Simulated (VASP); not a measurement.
## MgO: single point with PBEsol

MgO:

```
Mg O
1.0
     0.00000    1.86523    2.79784
     1.86523    0.00000    2.79784
     1.86523    1.86523    0.00000
Mg O
1 1
Direct
  0.00000 0.00000 0.00000
  0.50000 0.50000 0.50000
```

This cell differs from its parent crystal: ratio of the length along z to the lengths across it x 1.5, volume and fractional coordinates fixed.

```json
{"Program": "VASP 6.6.1", "Task": "single point", "Functional": "PBEsol", "Potentials or basis": "VASP PAW PBE potentials, release 64 (Mg, O)", "Cutoff": "520 eV", "k mesh": "10 × 10 × 10", "Occupations": "gaussian, width 0.05 eV", "Spin": "no spin polarisation"}
```

| Item | Value |
| --- | --- |
| Pressure | 35.2 GPa |
| Band gap on the k mesh | 3.46 eV, direct |

Stress tensor (GPa, compression positive):
```
57.47  0.00  0.00
 0.00 57.47  0.00
 0.00  0.00 -9.48
```

Levels at points of the mesh, in eV from the valence-band top:
```tsv
k point	band 2	band 3	band 4	band 5	band 6	band 7
(0.00, 0.00, 0.00)	-0.62	0.00	0.00	3.46	14.15	17.85
(0.50, 0.00, 0.00)	-4.60	-1.33	-0.28	7.03	11.01	15.39
(0.50, 0.50, 0.00)	-4.40	-0.27	-0.27	9.46	11.60	11.98
(0.50, 0.00, 0.50)	-3.58	-2.81	-0.50	9.17	10.49	14.07
```

Wall time 20 s on 1 thread of Intel(R) Xeon(R) Platinum 8375C CPU @ 2.90GHz (Ice Lake), with other jobs on the host, peak memory 0.16 GiB.

Caveat: the PAW data sets were made with another functional, which shifts forces and pressure a little.
